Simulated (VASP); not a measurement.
Cu:

```
Cu
1.0
     0.00000    1.80500    1.80500
     1.80500    0.00000    1.80500
     1.80500    1.80500    0.00000
Cu
1
Direct
  0.00000 0.00000 0.00000
```

```yaml
Program: VASP 6.6.1
Task: relaxation of cell and atoms
Functional: LDA
Potentials_or_basis: VASP PAW LDA potentials, release 64 (Cu)
Cutoff: 600 eV
k_mesh: 38 × 38 × 38
Occupations: gaussian, width 0.1 eV
Spin: no spin polarisation
```

At the start: pressure -11.2 GPa; volume 11.76 Å³/atom.

How do energy, volume and symmetry change on relaxing?

Over 6 steps the energy falls by 31.1 meV/atom and the volume is 10.94 Å³/atom (-7.0 %); space group Fm-3m (No. 225, to 0.1 Å) before and after.

The path:
```csv
step,energy change (eV),largest force (eV/Å),pressure (GPa),volume (Å³)
1,0.0000,0.0000,-11.21,11.76
2,-0.0155,0.0000,10.30,10.42
3,-0.0311,0.0000,-0.33,10.94
4,-0.0311,0.0000,0.84,10.92
5,-0.0309,0.0000,-1.35,11.00
6,-0.0311,0.0000,-0.01,10.94
```

Final structure:
```yaml
crystal:
  lattice:
    - [0.00000, 1.76213, 1.76213]
    - [1.76213, 0.00000, 1.76213]
    - [1.76213, 1.76213, 0.00000]
  atoms:
    - { symbol: Cu, position: [0.00000, 0.00000, 0.00000] }
```
